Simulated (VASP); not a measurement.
Set up this calculation in VASP 6.6.1, as the native input.

```
Task                   : relaxation of cell and atoms
Functional             : LDA
Potentials or basis    : VASP PAW LDA potentials, release 64 (Mg, Sn_d)
Cutoff                 : 600 eV
k mesh                 : 12 × 12 × 12
Occupations            : fermi-dirac, width 0.1 eV
Spin                   : no spin polarisation
Target pressure        : 2 GPa
Dipole correction      : no
Further INCAR settings : ALGO = Normal; EDIFF = 1e-07; IBRION = 2; EDIFFG = -0.002; NSW = 100; ISIF = 3
```

The structure of Mg2Sn lies in POSCAR:

```
Mg2Sn
1.0
    0.0000000000      3.3323612206      3.3323612206
    3.3323612206      0.0000000000      3.3323612206
    3.3323612206      3.3323612206      0.0000000000
Mg Sn
2 1
Direct
    0.2500000000      0.2500000000      0.2500000000
    0.7500000000      0.7500000000      0.7500000000
    0.0000000000      0.0000000000      0.0000000000
```

The input as run:

INCAR

```
SYSTEM = Mg2Sn
  PREC = Accurate
  ENCUT = 600
  EDIFF = 1E-7
  ISMEAR = -1
  SIGMA = 0.1
  LREAL = .FALSE.
  LASPH = .TRUE.
  NELM = 120
  ALGO = Normal
  ISIF = 3
  LWAVE = .FALSE.
  LCHARG = .FALSE.
  GGA = CA
  IBRION = 2
  NSW = 100
  EDIFFG = -0.002
  PSTRESS = 20.0
  GGA_COMPAT = .FALSE.
  NELMIN = 4
```

KPOINTS

```
regular mesh
0
G
  12 12 12
  0 0 0
```

Potentials or basis: VASP PAW LDA potentials, release 64 (Mg, Sn_d).

The run is started by

```bash
$ cat potpaw_LDA.64/Mg/POTCAR potpaw_LDA.64/Sn_d/POTCAR > POTCAR
$ mpirun -np 1 vasp_std > vasp.out
```

Results of the run:

```yaml
Relaxed_volume: 23.59 Å³/atom
Relaxed_cell: a = 4.643 Å, b = 4.643 Å, c = 4.643 Å, α = 60.00°, β = 60.00°, γ = 60.00°
Space_group_after_relaxing_to_0.1_Å: Fm-3m (No. 225)
Energy_change_on_relaxing_the_run_minimises_the_enthalpy: +5.5 meV/atom
Ionic_steps: 3
Pressure_after_relaxing: 2.0 GPa
Band_gap_on_the_k_mesh: zero (bands 9 and 10 overlap by 0.04 eV)
```

Caveat: the cell is relaxed towards a set pressure, so the run minimises the enthalpy, not the energy; spin-orbit coupling is left out, which moves the levels of the heavy elements.

It took 3.8 min on 1 thread of Oxide Virtual Turin-like Processor, on a shared host, peak memory 0.25 GiB.
